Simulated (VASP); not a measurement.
# InSb (I-4m2) in VASP: a series of runs, part 2 of 2

VASP 6.6.1. Earlier steps stand in the parts before.

### Step 4. Single point, r2SCAN (strain +0.0500 x Voigt [1, 0, 0, 0, 0, 0])

Input file POSCAR:

```
InSb
1.0
    0.0000000000      3.2391000000      3.2391000000
    3.4010550000      0.0000000000      3.2391000000
    3.4010550000      3.2391000000      0.0000000000
In Sb
1 1
Direct
    0.0000000000      0.0000000000      0.0000000000
    0.7500000000      0.7500000000      0.7500000000
```

Input file INCAR.step1:

```
SYSTEM = InSb
ALGO     = Normal         ! electronic algorithm
EDIFF    = 1E-4           ! SCF threshold, eV
ENCUT    = 520            ! plane-wave cutoff, eV
GGA      = PE             ! functional
ISMEAR   = 0              ! smearing method
LASPH    = .True.         ! aspherical terms in the spheres
LCHARG   = .False.        ! write CHGCAR
LREAL    = .False.        ! projectors in reciprocal space
LWAVE    = .True.         ! write WAVECAR
NBANDS   = 16             ! bands
NELM     = 80             ! most SCF steps
PREC     = Accurate       ! precision mode
SIGMA    = 0.03           ! smearing width, eV
```

Input file INCAR.step2:

```
SYSTEM = InSb
ALGO     = Normal         ! electronic algorithm
EDIFF    = 1E-7           ! SCF threshold, eV
ENCUT    = 520            ! plane-wave cutoff, eV
ISIF     = 2              ! what is computed and relaxed
ISMEAR   = 0              ! smearing method
ISTART   = 1            
LASPH    = .True.         ! aspherical terms in the spheres
LCHARG   = .False.        ! write CHGCAR
LMIXTAU  = .True.       
LREAL    = .False.        ! projectors in reciprocal space
LWAVE    = .False.        ! write WAVECAR
METAGGA  = R2SCAN         ! meta-GGA
NBANDS   = 16             ! bands
NELM     = 80             ! most SCF steps
PREC     = Accurate       ! precision mode
SIGMA    = 0.03           ! smearing width, eV
```

Input file KPOINTS:

```
k-points
0
Gamma
  10 10 10
  0 0 0
```

Potentials or basis: VASP PAW PBE potentials, release 64 (In_d, Sb).

Command:

```console
$ cat potpaw_PBE.64/In_d/POTCAR potpaw_PBE.64/Sb/POTCAR > POTCAR
$ cp INCAR.step1 INCAR
$ mpirun -np 1 vasp_std > vasp.out
$ cp INCAR.step2 INCAR
$ mpirun -np 1 vasp_std > vasp.out
```

OUTCAR:

```text
SYSTEM = InSb
   EDIFF = 1E-7
   ENCUT = 520
   ISIF = 2
   ISMEAR = 0
   ISTART = 1
   LASPH = .True.
   LREAL = .False.
   METAGGA = R2SCAN
   NELM = 80
   PREC = Accurate

 ion  position               nearest neighbor table
   1  0.000  0.000  0.000-   2 2.85   2 2.85   2 2.85   2 2.85
   2  0.750  0.750  0.750-   1 2.85   1 2.85   1 2.85   1 2.85

  LATTYP: Found a body centered tetragonal cell.
 ALAT       =     4.5807791499
 C/A-ratio  =     1.4849242405

  Lattice vectors:

 A1 = (   3.4010550000,   0.0000000000,   3.2391000000)
 A2 = (   3.4010550000,   0.0000000000,  -3.2391000000)
 A3 = (  -3.4010550000,   3.2391000000,   0.0000000000)

Analysis of symmetry for initial positions (statically):
=====================================================================
 Subroutine PRICEL returns:
 Original cell was already a primitive cell.

 Routine SETGRP: Setting up the symmetry group for a
 body centered tetragonal supercell.

 Subroutine GETGRP returns: Found  8 space group operations
 (whereof  8 operations were pure point group operations)
 out of a pool of 16 trial point group operations.

The static configuration has the point symmetry D_2d.

Analysis of symmetry for dynamics (positions and initial velocities):
=====================================================================
 Subroutine PRICEL returns:
 Original cell was already a primitive cell.

 Routine SETGRP: Setting up the symmetry group for a
 body centered tetragonal supercell.

 Subroutine GETGRP returns: Found  8 space group operations
 (whereof  8 operations were pure point group operations)
 out of a pool of 16 trial point group operations.

The dynamic configuration has the point symmetry D_2d.

 Subroutine INISYM returns: Found  8 space group operations
 (whereof  8 operations are pure point group operations),
[... 112 lines left out ...]
   EFERMI_NEDOS =   21; number of points for ismear=-14 and -15
   IALGO  =     38    algorithm
   IMIX   =      4    mixing-type and parameters
     AMIX     =   0.40;   BMIX     =  1.00
     AMIX_MAG =   1.60;   BMIX_MAG =  1.00
  volume/ion in A,a.u.               =      35.68       240.80
  Fermi-wavevector in a.u.,A,eV,Ry     =   1.034352  1.954641 14.556647  1.069883
  Thomas-Fermi vector in A             =   2.168643
   LORBIT       =      0    0 simple, 1 ext, 2 COOP (PROOUT), +10 PAW based schemes
   METAGGA = R2SCAN    functional components
   LHFCALC =     F    Hartree Fock is set to
   AEXX    =    0.0000 exact exchange contribution
   IVDW    =     0    specifies the selected vdW correction
   LEPSILON=     F    determine dielectric tensor
   LRPA    =     F    only Hartree local field effects (RPA)
 non-spin polarized calculation
 Gauss-broadening in eV      SIGMA  =   0.03
  energy-cutoff  :      520.00
  volume of cell :       71.37
 maximum number of plane-waves:      1948
 NGX is ok and might be reduce to    36
   NGX = 17   NGY = 17   NGZ = 17

 number of electron      18.0000002 magnetization

 Free energy of the ion-electron system (eV)
  ---------------------------------------------------
  ext. energy  EPLUGINS =         0.00000000
  ---------------------------------------------------
  free energy    TOTEN  =       -48.75515806 eV

  energy without entropy =      -48.75512421  energy(sigma->0) =      -48.75514113

 E-fermi :   4.5041     XC(G=0):  -9.0285

 val. band max:        4.5041243062   @ k =   0.0000   0.0000   0.0000
 cond. band min:       4.5041264037   @ k =   0.0000   0.0000   0.0000
 fundamental gap:      0.0000020975
 Fermi energy:         4.5041253554

 k-point     1 :       0.0000    0.0000    0.0000
  band No.  band energies     occupation
      1     -10.5885      2.00000
      2     -10.5780      2.00000
      3     -10.5779      2.00000
      4     -10.4988      2.00000
      5     -10.4903      2.00000
      6      -6.3890      2.00000
[... 433 lines left out ...]
      3     -10.5504      2.00000
      4     -10.5107      2.00000
      5     -10.4839      2.00000
      6      -5.0231      2.00000
[... 8 lines left out ...]
     15      14.2727      0.00000
     16      15.0214      0.00000

 [... further k-points ...]

------------------------ aborting loop because EDIFF is reached ----------------------------------------

  FORCE on cell =-STRESS in cart. coord.  units (eV):
  Direction    XX          YY          ZZ          XY          YZ          ZX
  --------------------------------------------------------------------------------------
  -------------------------------------------------------------------------------------
  Total       -0.7269856     -0.0107690     -0.0107690      0.0000000      0.0000000      0.0000000
  in kB      -16.3208982     -0.2417656     -0.2417656      0.0000000      0.0000000      0.0000000
  external PRESSURE =      -5.6014764 kB  Pullay stress =       0.0000000 kB

 VOLUME and BASIS-vectors are now :
 -----------------------------------------------------------------------------
  energy-cutoff  :      520.00
  volume of cell :       71.37
      direct lattice vectors                 reciprocal lattice vectors
     0.000000000  3.239100000  3.239100000    -0.147013206  0.154363867  0.154363867
     3.401055000  0.000000000  3.239100000     0.147013206 -0.154363867  0.154363867
     3.401055000  3.239100000  0.000000000     0.147013206  0.154363867 -0.154363867

 POSITION                                       TOTAL-FORCE (eV/Angst)
 -----------------------------------------------------------------------------------
      0.00000      0.00000      0.00000        -0.000000     -0.000000     -0.000000
      5.10158      4.85865      4.85865         0.000000      0.000000      0.000000
 -----------------------------------------------------------------------------------
    total drift:                               -0.000006      0.000005      0.000005

  FREE ENERGIE OF THE ION-ELECTRON SYSTEM (eV)
  ---------------------------------------------------
  free  energy   TOTEN  =       -48.7551580577 eV

  energy  without entropy=      -48.7551242063  energy(sigma->0) =      -48.75514113
```

OSZICAR.step1:

```text
N       E                     dE             d eps       ncg     rms          rms(c)
DAV:   1     0.111254763506E+03    0.11125E+03   -0.78689E+03  3264   0.109E+03
DAV:   2     0.131068450090E+00   -0.11112E+03   -0.10760E+03  3728   0.278E+02
DAV:   3    -0.683118054308E+01   -0.69622E+01   -0.69290E+01  4168   0.715E+01
DAV:   4    -0.702955355444E+01   -0.19837E+00   -0.19833E+00  4328   0.140E+01
DAV:   5    -0.703936920502E+01   -0.98157E-02   -0.98155E-02  4864   0.245E+00    0.385E+00
DAV:   6    -0.694720908249E+01    0.92160E-01   -0.15242E-01  4792   0.573E+00    0.223E+00
DAV:   7    -0.693595955658E+01    0.11250E-01   -0.62856E-02  4272   0.225E+00    0.599E-01
DAV:   8    -0.693706064810E+01   -0.11011E-02   -0.71738E-03  4352   0.940E-01    0.226E-01
DAV:   9    -0.693770518163E+01   -0.64453E-03   -0.90290E-04  4088   0.249E-01    0.741E-02
DAV:  10    -0.693775664305E+01   -0.51461E-04   -0.41668E-05  3408   0.491E-02
   1 F= -.69377566E+01 E0= -.69377397E+01  d E =-.338514E-04
```

Run time: 9.5 min. Hardware: 1 thread of Intel Xeon Platinum 8259CL at 2.50GHz (Skylake/Cascade Lake), shared host; peak memory 0.3 GiB.

What came out:

- Free energy: -48.7552 eV
- Pressure: -0.6 GPa
- Band gap on the k mesh: zero (filled and empty bands touch)

Caveat: the cell differs from its parent crystal (strain +0.0500 x Voigt [1, 0, 0, 0, 0, 0]); the PAW data sets were made with another functional, which shifts forces and pressure a little; spin-orbit coupling is left out, which moves the levels of the heavy elements.

### Step 5. Overview

```csv
cell,gap on the mesh (eV),pressure (GPa)
"a = 4.581, b = 4.524, c = 4.524 Å, angles 60.8, 59.6, 59.6°, 2 atoms",0.31,3.1
"a = 4.581, b = 4.638, c = 4.638 Å, angles 59.2, 60.4, 60.4°, 2 atoms",0.04,0.5
"a = 4.581, b = 4.697, c = 4.697 Å, angles 58.4, 60.8, 60.8°, 2 atoms",none,-0.6
```

Alike in all rows: task single point; level r2SCAN; potentials or basis VASP PAW PBE potentials, release 64 (In_d, Sb); no spin polarisation; k mesh 10 × 10 × 10; cutoff (eV) 520; smearing gaussian 0.03 eV.

Caveats: the PAW data sets were made with another functional, which shifts forces and pressure a little; spin-orbit coupling is left out, which moves the levels of the heavy elements.

Absolute energies hang on the potentials; compare differences alone.
